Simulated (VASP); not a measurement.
# GaAs: single point with PBE

The system is GaAs.

```
CELL_PARAMETERS angstrom
0.00000 2.87286 2.87286
2.87286 0.00000 2.87286
2.87286 2.87286 0.00000
ATOMIC_POSITIONS crystal
Ga 0.00000 0.00000 0.00000
As 0.25000 0.25000 0.25000
```

```
Program             : VASP 6.6.1
Task                : single point
Functional          : PBE
Potentials or basis : VASP PAW PBE potentials, release 64 (Ga_d, As)
Cutoff              : 520 eV
k mesh              : 16 × 16 × 16
Occupations         : gaussian, width 0.02 eV
Spin                : no spin polarisation
```

The pressure is 0.2 GPa and the band gap on the k mesh is 0.16 eV.

Levels at points of the mesh, in eV from the valence-band top:
| k point | band 5 | band 6 | band 7 | band 8 | band 9 | band 10 | band 11 | band 12 | band 13 | band 14 |
| --- | --- | --- | --- | --- | --- | --- | --- | --- | --- | --- |
| (0.00, 0.00, 0.00) | -14.66 | -12.39 | 0.00 | 0.00 | 0.00 | 0.16 | 3.72 | 3.72 | 3.72 | 7.44 |
| (0.50, 0.00, 0.00) | -14.65 | -10.77 | -6.38 | -1.07 | -1.07 | 0.87 | 4.62 | 4.62 | 7.70 | 10.04 |
| (0.50, 0.50, 0.00) | -14.65 | -10.09 | -6.60 | -2.51 | -2.51 | 1.55 | 1.68 | 9.79 | 9.79 | 10.55 |

Run time: 88 s on 1 thread of Intel(R) Xeon(R) Platinum 8488C (Sapphire Rapids) (shared host), peak memory 0.25 GiB.
